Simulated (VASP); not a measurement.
Here is a VASP 6.6.1 calculation.

INCAR

```
SYSTEM = V
PREC = Accurate
ENCUT = 520
EDIFF = 1E-6
ISMEAR = 1
SIGMA = 0.1
LREAL = .False.
LASPH = .True.
NELM = 100
ALGO = Normal
ISIF = 2
LWAVE = .False.
LCHARG = .False.
GGA = PE
NBANDS = 12
```

File KPOINTS:

```
Automatic mesh
0
Gamma
  38 38 38
  0 0 0
```

The input POSCAR:

```
V
1.0
   -1.4981859340      1.4981859340      1.4981859340
    1.4981859340     -1.4981859340      1.4981859340
    1.4981859340      1.4981859340     -1.4981859340
V
1
Direct
    0.0000000000      0.0000000000      0.0000000000
```

Potentials or basis: VASP PAW PBE potentials, release 64 (V_sv).

The run is started by

```sh
$ cat potpaw_PBE.64/V_sv/POTCAR > POTCAR
$ mpirun -np 1 vasp_std > vasp.out
```

(1) Estimate the pressure.

(2) Estimate the band gap on the k mesh.

Results:

(1) 0.2 GPa.

(2) zero (an odd number of electrons rules out a gap without spin polarisation).
